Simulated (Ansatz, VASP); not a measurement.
## B2AsN: VASP beside Ansatz

```
CELL_PARAMETERS angstrom
3.01824 0.00000 0.00000
0.00000 3.01824 0.00000
0.00000 0.00000 4.31680
ATOMIC_POSITIONS crystal
N 0.00000 0.00000 0.00000
B 0.00000 0.50000 0.80135
B 0.50000 0.00000 0.19865
As 0.50000 0.50000 0.50000
```

Alike in both runs: task single point; functional r2SCAN; k mesh 8 × 8 × 6; occupations fermi-dirac, width 0.02 eV; no spin polarisation.

|  | VASP | Ansatz |
| --- | --- | --- |
| version | VASP 6.6.1 | Ansatz 0.2.0 |
| potentials or method | VASP PAW PBE potentials, release 64 (N, B, As) | plane waves, PAW |
| plane-wave cutoff (eV) | 520 | 500 |
| valence electrons in the cell | 16 | 26 |

```csv
,VASP,Ansatz,Ansatz less VASP
pressure (GPa),-5.4,-6.0,-0.59
rms of the force components (eV/Å),0.041,0.064,+0.0233
```

VASP's potentials were made for PBE, not for r2SCAN. With one functional, cell and mesh, what is left measures potentials, basis and numerics. VASP's potentials hold 16 valence electrons a cell and Ansatz's 26, so a difference there can come from the potentials and not from the codes.
